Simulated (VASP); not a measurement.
# Ga (Fm-3m) in VASP: notebook

Ga is run at these levels: BLYP; tasks: single point.

All numbers are computed with VASP 6.6.1; they aren't measurements. Logs are shortened: lines on timing, memory, paths and dates and some standing lists are left out, and cuts for length are marked.

## Step 1: The cell of the first run

It takes space group Fm-3m (No. 225, cubic). The conventional cell has a = 4.480 Å, b = 4.480 Å, c = 4.480 Å, α = 90.00°, β = 90.00°, γ = 90.00°. Within 4.2 Å of Ga (site symmetry m-3m) lie 12 Ga at 3.17 Å.

This isn't the form of Ga at room conditions, which is orthorhombic.

## Step 2: Single point, BLYP (22.48 Å³/atom)

INCAR reads:

```
SYSTEM = Ga
AGGAC = 1.0
AGGAX = 1.0
ALDAC = 0.0
ALDAX = 1.0
ALGO = Normal
EDIFF = 1E-6
ENCUT = 520
GGA = B5
ISIF = 2
ISMEAR = -1
LASPH = .True.
LCHARG = .True.
LELF = .True.
LREAL = .False.
LVHAR = .True.
LWAVE = .False.
NBANDS = 12
NELM = 80
PREC = Accurate
SIGMA = 0.1
```

KPOINTS reads:

```
k-points
0
Gamma
  20 20 20
  0 0 0
```

POSCAR reads:

```
Ga
1.0
    0.0000000000      2.2399511289      2.2399511289
    2.2399511289      0.0000000000      2.2399511289
    2.2399511289      2.2399511289      0.0000000000
Ga
1
Direct
    0.0000000000      0.0000000000      0.0000000000
```

Potentials or basis: VASP PAW PBE potentials, release 64 (Ga_d).

Command:

```
> cat potpaw_PBE.64/Ga_d/POTCAR > POTCAR
> mpirun -np 1 vasp_std > vasp.out
```

OUTCAR:

```text
SYSTEM = Ga
   EDIFF = 1E-6
   ENCUT = 520
   GGA = B5
   ISIF = 2
   ISMEAR = -1
   LASPH = .True.
   LREAL = .False.
   NELM = 80
   PREC = Accurate

 ion  position               nearest neighbor table
   1  0.000  0.000  0.000-

  LATTYP: Found a face centered cubic cell.
 ALAT       =     4.4799022578

  Lattice vectors:

 A1 = (   0.0000000000,   2.2399511289,   2.2399511289)
 A2 = (   2.2399511289,   0.0000000000,   2.2399511289)
 A3 = (   2.2399511289,   2.2399511289,   0.0000000000)

Analysis of symmetry for initial positions (statically):
=====================================================================
 Subroutine PRICEL returns:
 Original cell was already a primitive cell.

 Routine SETGRP: Setting up the symmetry group for a
 face centered cubic supercell.

 Subroutine GETGRP returns: Found 48 space group operations
 (whereof 48 operations were pure point group operations)
 out of a pool of 48 trial point group operations.

The static configuration has the point symmetry O_h .

Analysis of symmetry for dynamics (positions and initial velocities):
=====================================================================
 Subroutine PRICEL returns:
 Original cell was already a primitive cell.

 Routine SETGRP: Setting up the symmetry group for a
 face centered cubic supercell.

 Subroutine GETGRP returns: Found 48 space group operations
 (whereof 48 operations were pure point group operations)
 out of a pool of 48 trial point group operations.

The dynamic configuration has the point symmetry O_h .

 Subroutine INISYM returns: Found 48 space group operations
 (whereof 48 operations are pure point group operations),
 and found     1 'primitive' translations

----------------------------------------------------------------------------------------

                                     Primitive cell

  volume of cell :      22.4774

  direct lattice vectors                    reciprocal lattice vectors
     0.000000000  2.239951129  2.239951129    -0.223219156  0.223219156  0.223219156
     2.239951129  0.000000000  2.239951129     0.223219156 -0.223219156  0.223219156
     2.239951129  2.239951129  0.000000000     0.223219156  0.223219156 -0.223219156

  length of vectors
     3.167769266  3.167769266  3.167769266     0.386626919  0.386626919  0.386626919

  position of ions in fractional coordinates (direct lattice)
     0.000000000  0.000000000  0.000000000

  ion indices of the primitive-cell ions
   primitive index   ion index
                 1           1

----------------------------------------------------------------------------------------

 KPOINTS: k-points

Automatic generation of k-mesh.
 Grid dimensions read from file:
 generate k-points for:   20   20   20

 Generating k-lattice:

  Cartesian coordinates                     Fractional coordinates (reciprocal lattice)
    -0.011160958  0.011160958  0.011160958     0.050000000  0.000000000  0.000000000
     0.011160958 -0.011160958  0.011160958     0.000000000  0.050000000  0.000000000
     0.011160958  0.011160958 -0.011160958     0.000000000  0.000000000  0.050000000

  Length of vectors
     0.019331346  0.019331346  0.019331346

  Shift w.r.t. Gamma in fractional coordinates (k-lattice)
     0.000000000  0.000000000  0.000000000

 Subroutine IBZKPT returns following result:
 ===========================================

 Found    256 irreducible k-points:

 Following reciprocal coordinates:
            Coordinates               Weight
  0.000000  0.000000  0.000000      1.000000
  0.050000  0.000000  0.000000      8.000000
  0.100000  0.000000  0.000000      8.000000
  0.150000  0.000000  0.000000      8.000000
  0.200000  0.000000  0.000000      8.000000
  0.250000  0.000000  0.000000      8.000000
[... 16 lines left out ...]
 -0.400000  0.050000  0.000000     24.000000
 -0.350000  0.050000  0.000000     24.000000
 [... further k-points ...]
   k-points           NKPTS =    256   k-points in BZ     NKDIM =    256   number of bands    NBANDS=     12
   number of dos      NEDOS =    301   number of ions     NIONS =      1
   total plane-waves  NPLWV =  13824
   dimension x,y,z NGX =    24 NGY =   24 NGZ =   24
   dimension x,y,z NGXF=    48 NGYF=   48 NGZF=   48
   ions per type =               1
   NGX,Y,Z   is equivalent  to a cutoff of  12.60, 12.60, 12.60 a.u.
   NGXF,Y,Z  is equivalent  to a cutoff of  25.19, 25.19, 25.19 a.u.
 SYSTEM =  Ga
   PREC   = accura    normal or accurate (medium, high low for compatibility)
   ISTART =      0    job   : 0-new  1-cont  2-samecut
   ICHARG =      2    charge: 1-file 2-atom 10-const
   ISPIN  =      1    spin polarized calculation?
   LNONCOLLINEAR =      F non collinear calculations
   LSORBIT =      F    spin-orbit coupling
   LASPH  =      T    aspherical Exc in radial PAW
   ENCUT  =  520.0 eV  38.22 Ry    6.18 a.u.   5.89  5.89  5.89*2*pi/ulx,y,z
   NELM   =     80;   NELMIN=  2; NELMDL= -5     # of ELM steps
   EDIFF  = 0.1E-05   stopping-criterion for ELM
   LREAL  =      F    real-space projection
[... 7 lines left out ...]
   TEBEG  =    0.0;   TEEND  =   0.0 temperature during run
   PSTRESS=    0.0 pullay stress
   NELECT =      13.0000    total number of electrons
   NUPDOWN=      -1.0000    fix difference up-down
   EMIN   =  10.00;   EMAX   =-10.00  energy-range for DOS
   EFERMI =   0.00;   METHOD = LEGACY
   ISMEAR =    -1;   SIGMA  =   0.10  broadening in eV -4-tet -1-fermi 0-gaus
   EFERMI_NEDOS =   21; number of points for ismear=-14 and -15
   IALGO  =     38    algorithm
   IMIX   =      4    mixing-type and parameters
     AMIX     =   0.40;   BMIX     =  1.00
     AMIX_MAG =   1.60;   BMIX_MAG =  1.00
  volume/ion in A,a.u.               =      22.48       151.68
  Fermi-wavevector in a.u.,A,eV,Ry     =   1.363978  2.577545 25.312773  1.860436
  Thomas-Fermi vector in A             =   2.490334
   LORBIT       =      0    0 simple, 1 ext, 2 COOP (PROOUT), +10 PAW based schemes
   GGA     = B5    functional components
   LHFCALC =     F    Hartree Fock is set to
   AEXX    =    0.0000 exact exchange contribution
   IVDW    =     0    specifies the selected vdW correction
   LEPSILON=     F    determine dielectric tensor
   LRPA    =     F    only Hartree local field effects (RPA)
 non-spin polarized calculation
  energy-cutoff  :      520.00
  volume of cell :       22.48
 maximum number of plane-waves:       620
   NGX = 11   NGY = 11   NGZ = 11

 number of electron      13.0000012 magnetization

 Free energy of the ion-electron system (eV)
  ---------------------------------------------------
  ext. energy  EPLUGINS =         0.00000000
  ---------------------------------------------------
  free energy    TOTEN  =        -2.12021213 eV

  energy without entropy =       -2.10410176  energy(sigma->0) =       -2.11215695

 E-fermi :   4.4847     XC(G=0):  -9.6152

 val. band max:        4.4779831923   @ k =   0.5000   0.3500   0.0000
 cond. band min:       4.4890823067   @ k =  -0.2500   0.3500   0.1500
 fundamental gap:      0.0110991145
 Fermi energy:         4.4846993356

 k-point     1 :       0.0000    0.0000    0.0000
  band No.  band energies     occupation
      1     -10.3917      2.00000
      2     -10.3917      2.00000
      3     -10.3917      2.00000
      4     -10.3154      2.00000
      5     -10.3154      2.00000
      6      -5.3150      2.00000
      7      14.6132      0.00000
      8      14.6132      0.00000
      9      14.6132      0.00000
     10      19.2302      0.00000
     11      19.2302      0.00000
     12      19.2302      0.00000

 k-point     2 :       0.0500    0.0000    0.0000
  band No.  band energies     occupation
      1     -10.3920      2.00000
      2     -10.3897      2.00000
      3     -10.3897      2.00000
      4     -10.3157      2.00000
      5     -10.3157      2.00000
      6      -5.2592      2.00000
      7      14.0074      0.00000
      8      14.5219      0.00000
      9      14.5219      0.00000
     10      18.5969      0.00000
     11      19.3915      0.00000
     12      19.3915      0.00000

 k-point     3 :       0.1000    0.0000    0.0000
  band No.  band energies     occupation
      1     -10.3930      2.00000
      2     -10.3844      2.00000
      3     -10.3844      2.00000
      4     -10.3160      2.00000
      5     -10.3160      2.00000
      6      -5.0914      2.00000
      7      12.6119      0.00000
      8      14.2867      0.00000
      9      14.2867      0.00000
     10      18.1356      0.00000
     11      19.8095      0.00000
     12      19.8095      0.00000

 k-point     4 :       0.1500    0.0000    0.0000
  band No.  band energies     occupation
      1     -10.3950      2.00000
      2     -10.3779      2.00000
      3     -10.3779      2.00000
      4     -10.3146      2.00000
      5     -10.3146      2.00000
      6      -4.8112      2.00000
      7      10.9531      0.00000
      8      13.9825      0.00000
      9      13.9825      0.00000
     10      17.8249      0.00000
     11      20.2588      0.00000
     12      20.2588      0.00000

 k-point     5 :       0.2000    0.0000    0.0000
  band No.  band energies     occupation
      1     -10.3982      2.00000
      2     -10.3734      2.00000
      3     -10.3734      2.00000
      4     -10.3092      2.00000
      5     -10.3092      2.00000
      6      -4.4184      2.00000
      7       9.2545      0.00000
      8      13.6694      0.00000
      9      13.6695      0.00000
     10      17.5986      0.00000
     11      20.2462      0.00000
     12      20.2462      0.00000

 k-point     6 :       0.2500    0.0000    0.0000
  band No.  band energies     occupation
      1     -10.4026      2.00000
      2     -10.3729      2.00000
      3     -10.3729      2.00000
      4     -10.2985      2.00000
      5     -10.2985      2.00000
      6      -3.9135      2.00000
      7       7.5981      0.00000
      8      13.3830      0.00000
      9      13.3830      0.00000
     10      17.4470      0.00000
     11      19.7404      0.00000
     12      19.7404      0.00000

 k-point     7 :       0.3000    0.0000    0.0000
  band No.  band energies     occupation
      1     -10.4078      2.00000
      2     -10.3757      2.00000
      3     -10.3757      2.00000
      4     -10.2845      2.00000
      5     -10.2845      2.00000
      6      -3.2988      2.00000
      7       6.0200      0.00000
      8      13.1411      0.00000
      9      13.1411      0.00000
     10      17.3703      0.00000
     11      19.1604      0.00000
     12      19.1604      0.00000

 k-point     8 :       0.3500    0.0000    0.0000
  band No.  band energies     occupation
      1     -10.4131      2.00000
      2     -10.3798      2.00000
      3     -10.3798      2.00000
      4     -10.2703      2.00000
      5     -10.2703      2.00000
      6      -2.5804      2.00000
      7       4.5425      0.71869
      8      12.9517      0.00000
      9      12.9518      0.00000
     10      17.3663      0.00000
     11      18.6606      0.00000
     12      18.6606      0.00000
[... 166 lines left out ...]
 k-point    20 :       0.4500    0.0500    0.0000
  band No.  band energies     occupation
      1     -10.4179      2.00000
      2     -10.3866      2.00000
      3     -10.3818      2.00000
      4     -10.2590      2.00000
      5     -10.2495      2.00000
      6      -1.1713      2.00000
      7       2.4402      2.00000
      8      12.4227      0.00000
      9      12.4382      0.00000
     10      17.0045      0.00000
     11      18.1284      0.00000
     12      18.5446      0.00000

 k-point    21 :       0.5000    0.0500    0.0000
  band No.  band energies     occupation
      1     -10.4193      2.00000
      2     -10.3880      2.00000
      3     -10.3838      2.00000
      4     -10.2522      2.00000
      5     -10.2475      2.00000
      6      -0.4928      2.00000
      7       1.5789      2.00000
      8      12.2516      0.00000
      9      12.5099      0.00000
     10      17.0604      0.00000
     11      18.0370      0.00000
     12      18.2838      0.00000

 k-point    22 :      -0.4500    0.0500    0.0000
  band No.  band energies     occupation
      1     -10.4188      2.00000
      2     -10.3874      2.00000
      3     -10.3839      2.00000
      4     -10.2510      2.00000
      5     -10.2506      2.00000
      6      -0.6680      2.00000
      7       1.7908      2.00000
      8      12.1224      0.00000
      9      12.6635      0.00000
     10      17.2450      0.00000
     11      17.9327      0.00000
     12      18.1646      0.00000

 k-point    23 :      -0.4000    0.0500    0.0000
  band No.  band energies     occupation
      1     -10.4165      2.00000
      2     -10.3849      2.00000
      3     -10.3821      2.00000
      4     -10.2597      2.00000
      5     -10.2542      2.00000
      6      -1.4488      2.00000
      7       2.8277      2.00000
      8      12.0600      0.00000
      9      12.8745      0.00000
     10      17.5369      0.00000
     11      17.8589      0.00000
     12      18.1944      0.00000

 k-point    24 :      -0.3500    0.0500    0.0000
  band No.  band energies     occupation
      1     -10.4127      2.00000
      2     -10.3810      2.00000
      3     -10.3788      2.00000
      4     -10.2726      2.00000
      5     -10.2624      2.00000
      6      -2.2715      2.00000
      7       4.1239      1.94722
      8      12.0716      0.00000
      9      13.1325      0.00000
     10      17.6923      0.00000
     11      18.0846      0.00000
     12      18.3771      0.00000

 [... further k-points ...]

------------------------ aborting loop because EDIFF is reached ----------------------------------------

  FORCE on cell =-STRESS in cart. coord.  units (eV):
  Direction    XX          YY          ZZ          XY          YZ          ZX
  --------------------------------------------------------------------------------------
  -------------------------------------------------------------------------------------
  Total       -0.1653721     -0.1653721     -0.1653721      0.0000000      0.0000000      0.0000000
  in kB      -11.7876510    -11.7876510    -11.7876510      0.0000000      0.0000000      0.0000000
  external PRESSURE =     -11.7876510 kB  Pullay stress =       0.0000000 kB

 VOLUME and BASIS-vectors are now :
 -----------------------------------------------------------------------------
  energy-cutoff  :      520.00
  volume of cell :       22.48
      direct lattice vectors                 reciprocal lattice vectors
     0.000000000  2.239951129  2.239951129    -0.223219156  0.223219156  0.223219156
     2.239951129  0.000000000  2.239951129     0.223219156 -0.223219156  0.223219156
     2.239951129  2.239951129  0.000000000     0.223219156  0.223219156 -0.223219156

 POSITION                                       TOTAL-FORCE (eV/Angst)
 -----------------------------------------------------------------------------------
      0.00000      0.00000      0.00000         0.000000      0.000000      0.000000
 -----------------------------------------------------------------------------------
    total drift:                               -0.000000      0.000000      0.000000

  FREE ENERGIE OF THE ION-ELECTRON SYSTEM (eV)
  ---------------------------------------------------
  free  energy   TOTEN  =        -2.1202121342 eV

  energy  without entropy=       -2.1041017597  energy(sigma->0) =       -2.11215695
```

Wall time 29 s (1 thread of Intel Xeon 6455B, shared host); peak memory 0.19 GiB.

Results:

* Free energy: -2.1202 eV
* Pressure: -1.2 GPa
* Band gap on the k mesh: zero (an odd number of electrons rules out a gap without spin polarisation)

Levels at points of the mesh, in eV from the Fermi level:
| k point | band 3 | band 4 | band 5 | band 6 | band 7 | band 8 | band 9 | band 10 |
| --- | --- | --- | --- | --- | --- | --- | --- | --- |
| (0.00, 0.00, 0.00) | -14.88 | -14.80 | -14.80 | -9.80 | 10.13 | 10.13 | 10.13 | 14.75 |
| (0.50, 0.00, 0.00) | -14.87 | -14.73 | -14.73 | -4.95 | -3.04 | 8.23 | 8.23 | 13.08 |
| (0.50, 0.50, 0.00) | -14.74 | -14.72 | -14.72 | -2.86 | -1.90 | 4.33 | 4.33 | 7.86 |

Caveat: the PAW data sets were made with another functional, which shifts forces and pressure a little.

[end of part 1 of 2]
